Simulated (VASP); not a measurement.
# Ti4HBr (F-43m) in VASP: a series of runs

The runs below take Ti4HBr through single point, relaxation of cell and atoms, with PBE.

Everything below comes from runs of VASP 6.6.1. Logs are shortened: lines on timing, memory, paths and dates and some standing lists are left out, and cuts for length are marked.

### Step 1. The cell of the first run

It takes space group F-43m (No. 216, cubic). Conventional cell: a = 7.605 Å, b = 7.605 Å, c = 7.605 Å, α = 90.00°, β = 90.00°, γ = 90.00°. Within 3.5 Å of Ti (site symmetry 3m) lie 6 Ti at 2.62 to 2.75 Å and 3 H at 3.15 Å and 3 Br at 3.16 Å. H (site symmetry -43m) has 12 Ti at 3.15 Å and 4 Br at 3.29 Å within 4.1 Å. Br (site symmetry -43m) has 12 Ti at 3.16 Å and 4 H at 3.29 Å within 4.2 Å.

The cell was built from a structure type or drawn by symmetry, and may not be a known phase.

### Step 2. Single point, PBE, collinear spin

INCAR reads:

```
SYSTEM = Ti4HBr
  ALGO = Normal
  EDIFF = 1E-6
  ENCUT = 520
  GGA = PE
  ISIF = 2
  ISMEAR = 0
  ISPIN = 2
  LASPH = .TRUE.
  LCHARG = .FALSE.
  LMAXMIX = 4
  LORBIT = 11
  LREAL = .FALSE.
  LWAVE = .FALSE.
  MAGMOM = 1 1 1 1 0 0
  NBANDS = 41
  NELM = 150
  PREC = Accurate
  SIGMA = 0.1
```

KPOINTS reads:

```
k-points
0
G
  4 4 4
  0 0 0
```

POSCAR reads:

```
Ti4HBr
1.0
    0.0000000000      3.8027262558      3.8027262558
    3.8027262558      0.0000000000      3.8027262558
    3.8027262558      3.8027262558      0.0000000000
Ti H Br
4 1 1
Direct
    0.8779919807      0.3660240579      0.8779919807
    0.8779919807      0.8779919807      0.3660240579
    0.8779919807      0.8779919807      0.8779919807
    0.3660240579      0.8779919807      0.8779919807
    0.2500000000      0.2500000000      0.2500000000
    0.5000000000      0.5000000000      0.5000000000
```

Potentials or basis: VASP PAW PBE potentials, release 64 (Ti_sv, H, Br).

The run is started by

```
$ cat potpaw_PBE.64/Ti_sv/POTCAR potpaw_PBE.64/H/POTCAR potpaw_PBE.64/Br/POTCAR > POTCAR
$ mpirun -np 1 vasp_std > vasp.out
```

OUTCAR:

```text
SYSTEM = Ti4HBr
   EDIFF = 1E-6
   ENCUT = 520
   GGA = PE
   ISIF = 2
   ISMEAR = 0
   ISPIN = 2
   LASPH = .TRUE.
   LORBIT = 11
   LREAL = .FALSE.
   NELM = 150
   PREC = Accurate

 ion  position               nearest neighbor table
   1  0.878  0.366  0.878-   2 2.62   3 2.62   4 2.62   2 2.75   3 2.75   4 2.75
   2  0.878  0.878  0.366-   1 2.62   3 2.62   4 2.62   3 2.75   1 2.75   4 2.75
   3  0.878  0.878  0.878-   1 2.62   2 2.62   4 2.62   2 2.75   1 2.75   4 2.75
   4  0.366  0.878  0.878-   1 2.62   2 2.62   3 2.62   3 2.75   2 2.75   1 2.75
   5  0.250  0.250  0.250-
   6  0.500  0.500  0.500-

  LATTYP: Found a face centered cubic cell.
 ALAT       =     7.6054525116

  Lattice vectors:

 A1 = (   0.0000000000,   3.8027262558,   3.8027262558)
 A2 = (   3.8027262558,   0.0000000000,   3.8027262558)
 A3 = (   3.8027262558,   3.8027262558,   0.0000000000)

Analysis of symmetry for initial positions (statically):
=====================================================================
 Subroutine PRICEL returns:
 Original cell was already a primitive cell.

 Routine SETGRP: Setting up the symmetry group for a
 face centered cubic supercell.

 Subroutine GETGRP returns: Found 24 space group operations
 (whereof 24 operations were pure point group operations)
 out of a pool of 48 trial point group operations.

The static configuration has the point symmetry T_d .

Analysis of symmetry for dynamics (positions and initial velocities):
=====================================================================
 Subroutine PRICEL returns:
 Original cell was already a primitive cell.

 Routine SETGRP: Setting up the symmetry group for a
 face centered cubic supercell.

 Subroutine GETGRP returns: Found 24 space group operations
 (whereof 24 operations were pure point group operations)
 out of a pool of 48 trial point group operations.

The dynamic configuration has the point symmetry T_d .

Analysis of structural, dynamic, and magnetic symmetry:
=====================================================================
 Subroutine PRICEL returns:
 Original cell was already a primitive cell.

 Routine SETGRP: Setting up the symmetry group for a
 face centered cubic supercell.

 Subroutine GETGRP returns: Found 24 space group operations
 (whereof 24 operations were pure point group operations)
 out of a pool of 48 trial point group operations.

The overall configuration has the point symmetry T_d .

 Subroutine INISYM returns: Found 24 space group operations
 (whereof 24 operations are pure point group operations),
 and found     1 'primitive' translations

----------------------------------------------------------------------------------------

                                     Primitive cell

  volume of cell :     109.9804

  direct lattice vectors                    reciprocal lattice vectors
     0.000000000  3.802726256  3.802726256    -0.131484616  0.131484616  0.131484616
     3.802726256  0.000000000  3.802726256     0.131484616 -0.131484616  0.131484616
     3.802726256  3.802726256  0.000000000     0.131484616  0.131484616 -0.131484616

  length of vectors
     5.377867045  5.377867045  5.377867045     0.227738035  0.227738035  0.227738035

  position of ions in fractional coordinates (direct lattice)
     0.877991981  0.366024058  0.877991981
     0.877991981  0.877991981  0.366024058
     0.877991981  0.877991981  0.877991981
     0.366024058  0.877991981  0.877991981
     0.250000000  0.250000000  0.250000000
     0.500000000  0.500000000  0.500000000

  ion indices of the primitive-cell ions
   primitive index   ion index
                 1           1
                 2           2
                 3           3
                 4           4
                 5           5
                 6           6

----------------------------------------------------------------------------------------

 KPOINTS: k-points

Automatic generation of k-mesh.
 Grid dimensions read from file:
 generate k-points for:    4    4    4

 Generating k-lattice:

  Cartesian coordinates                     Fractional coordinates (reciprocal lattice)
    -0.032871154  0.032871154  0.032871154     0.250000000  0.000000000  0.000000000
     0.032871154 -0.032871154  0.032871154     0.000000000  0.250000000  0.000000000
     0.032871154  0.032871154 -0.032871154     0.000000000  0.000000000  0.250000000

  Length of vectors
     0.056934509  0.056934509  0.056934509

  Shift w.r.t. Gamma in fractional coordinates (k-lattice)
     0.000000000  0.000000000  0.000000000

 Subroutine IBZKPT returns following result:
 ===========================================

 Found      8 irreducible k-points:

 Following reciprocal coordinates:
            Coordinates               Weight
  0.000000  0.000000  0.000000      1.000000
  0.250000  0.000000  0.000000      8.000000
  0.500000  0.000000  0.000000      4.000000
  0.250000  0.250000  0.000000      6.000000
  0.500000  0.250000  0.000000     24.000000
 -0.250000  0.250000  0.000000     12.000000
  0.500000  0.500000  0.000000      3.000000
 -0.250000  0.500000  0.250000      6.000000
   k-points           NKPTS =      8   k-points in BZ     NKDIM =      8   number of bands    NBANDS=     41
   number of dos      NEDOS =    301   number of ions     NIONS =      6
   total plane-waves  NPLWV =  64000
   dimension x,y,z NGX =    40 NGY =   40 NGZ =   40
   dimension x,y,z NGXF=    80 NGYF=   80 NGZF=   80
   ions per type =               4   1   1
   NGX,Y,Z   is equivalent  to a cutoff of  12.37, 12.37, 12.37 a.u.
   NGXF,Y,Z  is equivalent  to a cutoff of  24.73, 24.73, 24.73 a.u.
 SYSTEM =  Ti4HBr
   PREC   = accura    normal or accurate (medium, high low for compatibility)
   ISTART =      0    job   : 0-new  1-cont  2-samecut
   ICHARG =      2    charge: 1-file 2-atom 10-const
   ISPIN  =      2    spin polarized calculation?
   LNONCOLLINEAR =      F non collinear calculations
   LSORBIT =      F    spin-orbit coupling
   LASPH  =      T    aspherical Exc in radial PAW
   ENCUT  =  520.0 eV  38.22 Ry    6.18 a.u.  10.00 10.00 10.00*2*pi/ulx,y,z
   NELM   =    150;   NELMIN=  2; NELMDL= -5     # of ELM steps
   EDIFF  = 0.1E-05   stopping-criterion for ELM
   LREAL  =      F    real-space projection
   EDIFFG = 0.1E-04   stopping-criterion for IOM
   NSW    =      0    number of steps for IOM
   IBRION =     -1    ionic relax: 0-MD 1-quasi-New 2-CG
   NFREE  =      0    steps in history (QN), initial steepest desc. (CG)
   ISIF   =      2    stress and relaxation
   ISYM   =      2    0-nonsym 1-usesym 2-fastsym
   POTIM  = 0.5000    time-step for ionic-motion
   TEBEG  =    0.0;   TEEND  =   0.0 temperature during run
   PSTRESS=    0.0 pullay stress
   NELECT =      56.0000    total number of electrons
   NUPDOWN=      -1.0000    fix difference up-down
   EMIN   =  10.00;   EMAX   =-10.00  energy-range for DOS
   EFERMI =   0.00;   METHOD = LEGACY
   ISMEAR =     0;   SIGMA  =   0.10  broadening in eV -4-tet -1-fermi 0-gaus
   EFERMI_NEDOS =   21; number of points for ismear=-14 and -15
   IALGO  =     38    algorithm
   IMIX   =      4    mixing-type and parameters
     AMIX     =   0.40;   BMIX     =  1.00
     AMIX_MAG =   1.60;   BMIX_MAG =  1.00
  volume/ion in A,a.u.               =      18.33       123.70
  Fermi-wavevector in a.u.,A,eV,Ry     =   1.307271  2.470385 23.251794  1.708959
  Thomas-Fermi vector in A             =   2.438017
   LORBIT       =     11    0 simple, 1 ext, 2 COOP (PROOUT), +10 PAW based schemes
   GGA     = PE    functional components
   LHFCALC =     F    Hartree Fock is set to
   AEXX    =    0.0000 exact exchange contribution
   IVDW    =     0    specifies the selected vdW correction
   LEPSILON=     F    determine dielectric tensor
   LRPA    =     F    only Hartree local field effects (RPA)
 spin polarized calculation
 Gauss-broadening in eV      SIGMA  =   0.10
  energy-cutoff  :      520.00
  volume of cell :      109.98
 maximum number of plane-waves:      2996
   NGX = 19   NGY = 19   NGZ = 19

 number of electron      56.0000005 magnetization       3.0237069

 Free energy of the ion-electron system (eV)
  ---------------------------------------------------
  ext. energy  EPLUGINS =         0.00000000
  ---------------------------------------------------
  free energy    TOTEN  =       -30.67698931 eV

  energy without entropy =      -30.64479025  energy(sigma->0) =      -30.66088978

 E-fermi :   6.3588     XC(G=0): -10.2881

 val. band max:        6.3559018442   @ k =   0.5000   0.2500   0.0000
 cond. band min:       6.3707890715   @ k =  -0.2500   0.5000   0.2500
 fundamental gap:      0.0148872273
 Fermi energy:         6.3588416396

 spin component 1

 k-point     1 :       0.0000    0.0000    0.0000
  band No.  band energies     occupation
      1     -50.6370      1.00000
      2     -50.4323      1.00000
      3     -50.4323      1.00000
      4     -50.4323      1.00000
      5     -27.3430      1.00000
      6     -27.1553      1.00000
[... 32 lines left out ...]
     39       8.7525      0.00000
     40       9.3136      0.00000

 k-point     2 :       0.2500    0.0000    0.0000
  band No.  band energies     occupation
      1     -50.6175      1.00000
      2     -50.4526      1.00000
      3     -50.4324      1.00000
      4     -50.4324      1.00000
      5     -27.2624      1.00000
      6     -27.1240      1.00000
[... 247 lines left out ...]
     39       8.1975      0.00000
     40       8.7067      0.00000

 k-point     8 :      -0.2500    0.5000    0.2500
  band No.  band energies     occupation
      1     -50.5617      1.00000
      2     -50.5095      1.00000
      3     -50.4326      1.00000
      4     -50.4326      1.00000
      5     -27.0775      1.00000
      6     -27.0635      1.00000
[... 32 lines left out ...]
     39       8.0618      0.00000
     40       8.2494      0.00000
 Fermi energy:         6.3588416396

 spin component 2

 k-point     1 :       0.0000    0.0000    0.0000
  band No.  band energies     occupation
      1     -50.1608      1.00000
      2     -49.9565      1.00000
      3     -49.9565      1.00000
      4     -49.9565      1.00000
      5     -26.9481      1.00000
      6     -26.6470      1.00000
[... 32 lines left out ...]
     39       9.2013      0.00000
     40       9.7441      0.00000

 k-point     2 :       0.2500    0.0000    0.0000
  band No.  band energies     occupation
      1     -50.1414      1.00000
      2     -49.9768      1.00000
      3     -49.9566      1.00000
      4     -49.9566      1.00000
      5     -26.8594      1.00000
      6     -26.6128      1.00000
[... 247 lines left out ...]
     39       8.6358      0.00000
     40       9.1090      0.00000

 k-point     8 :      -0.2500    0.5000    0.2500
  band No.  band energies     occupation
      1     -50.0856      1.00000
      2     -50.0337      1.00000
      3     -49.9568      1.00000
      4     -49.9568      1.00000
      5     -26.6115      1.00000
      6     -26.5696      1.00000
[... 32 lines left out ...]
     39       8.5497      0.00000
     40       8.7806      0.00000
 [bands above 40 left out]

------------------------ aborting loop because EDIFF is reached ----------------------------------------

  FORCE on cell =-STRESS in cart. coord.  units (eV):
  Direction    XX          YY          ZZ          XY          YZ          ZX
  --------------------------------------------------------------------------------------
  -------------------------------------------------------------------------------------
  Total        0.4722957      0.4722957      0.4722957      0.0000000      0.0000000      0.0000000
  in kB        6.8803317      6.8803317      6.8803317      0.0000000      0.0000000      0.0000000
  external PRESSURE =       6.8803317 kB  Pullay stress =       0.0000000 kB

 VOLUME and BASIS-vectors are now :
 -----------------------------------------------------------------------------
  energy-cutoff  :      520.00
  volume of cell :      109.98
      direct lattice vectors                 reciprocal lattice vectors
     0.000000000  3.802726256  3.802726256    -0.131484616  0.131484616  0.131484616
     3.802726256  0.000000000  3.802726256     0.131484616 -0.131484616  0.131484616
     3.802726256  3.802726256  0.000000000     0.131484616  0.131484616 -0.131484616

 POSITION                                       TOTAL-FORCE (eV/Angst)
 -----------------------------------------------------------------------------------
      4.73065      6.67753      4.73065        -0.042161      0.042161     -0.042161
      4.73065      4.73065      6.67753        -0.042161     -0.042161      0.042161
      6.67753      6.67753      6.67753         0.042161      0.042161      0.042161
      6.67753      4.73065      4.73065         0.042161     -0.042161     -0.042161
      1.90136      1.90136      1.90136         0.000000      0.000000      0.000000
      3.80273      3.80273      3.80273         0.000000      0.000000      0.000000
 -----------------------------------------------------------------------------------
    total drift:                                0.000002      0.000002      0.000002

  FREE ENERGIE OF THE ION-ELECTRON SYSTEM (eV)
  ---------------------------------------------------
  free  energy   TOTEN  =       -30.6769893132 eV

  energy  without entropy=      -30.6447902480  energy(sigma->0) =      -30.66088978

 total charge

# of ion       s       p       d       tot
------------------------------------------
    1        2.250   6.047   2.081  10.378
    2        2.250   6.047   2.081  10.378
    3        2.250   6.047   2.081  10.378
    4        2.250   6.047   2.081  10.378
    5        0.375   0.004   0.000   0.379
    6        1.654   3.063   0.050   4.768
--------------------------------------------------
tot         11.029  27.255   8.376  46.660

 magnetization (x)

# of ion       s       p       d       tot
------------------------------------------
    1        0.013   0.033   0.491   0.537
    2        0.013   0.033   0.491   0.537
    3        0.013   0.033   0.491   0.537
    4        0.013   0.033   0.491   0.537
    5       -0.031   0.001   0.000  -0.030
    6        0.012  -0.002   0.006   0.016
--------------------------------------------------
tot          0.034   0.130   1.970   2.135
```

Wall time 52 s (1 thread of Intel Xeon 6975P-C (Granite Rapids), shared host); peak memory 0.31 GiB.

Results:

- Free energy: -30.6770 eV
- Pressure: 0.7 GPa
- Largest force: 0.073 eV/Å
- Net moment: 3.02 μB per cell
- Site moments: Ti +0.54; H -0.03; Br +0.02 μB
- Valence electrons inside the program's atomic spheres: Ti 10.38; H 0.38; Br 4.77

Forces on the atoms (eV/Å):
```
Ti  -0.042  0.042 -0.042
Ti  -0.042 -0.042  0.042
Ti   0.042  0.042  0.042
Ti   0.042 -0.042 -0.042
H    0.000  0.000  0.000
Br   0.000  0.000  0.000
```

(Part 1 of 2 ends here.)
